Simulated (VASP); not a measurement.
Re: single point with r2SCAN

Re:

```xyz
2
Lattice="2.7598 0.0000 0.0000 -1.3799 2.3901 0.0000 0.0000 0.0000 4.4572" Properties=species:S:1:pos:R:3 pbc="T T T"
Re    0.0000    1.5934    1.1143
Re    1.3799    0.7967    3.3429
```

| Quantity | Value |
| --- | --- |
| Program | VASP 6.6.1 |
| Task | single point |
| Functional | r2SCAN |
| Potentials or basis | VASP PAW PBE potentials, release 64 (Re) |
| Cutoff | 520 eV |
| k mesh | 13 × 13 × 7 |
| Occupations | methfessel-paxton, width 0.6 eV |
| Spin | no spin polarisation |
| Dipole correction | no |
| Further INCAR settings | ALGO = Normal; EDIFF = 1e-06; NBANDS = 14 |

The pressure is -0.1 GPa. The band gap on the k mesh is zero (bands 7 and 8 overlap by 2.81 eV).

Stress tensor (GPa, compression positive):
```
-0.14  0.00  0.00
 0.00 -0.14  0.00
 0.00  0.00 -0.05
```

Levels at points of the mesh, in eV from the Fermi level:
```tsv
k point	band 4	band 5	band 6	band 7	band 8	band 9	band 10	band 11
(0.00, 0.00, 0.00)	-1.62	-1.62	-0.76	-0.76	0.23	0.23	0.56	3.53
```

Wall time 63 s on 1 thread of Intel(R) Xeon(R) 6975P-C (Granite Rapids), on a shared host, peak memory 0.17 GiB.

Caveat: so wide a smearing shifts energies and pressures; the PAW data sets were made with another functional, which shifts forces and pressure a little; spin-orbit coupling is left out, which moves the levels of the heavy elements.
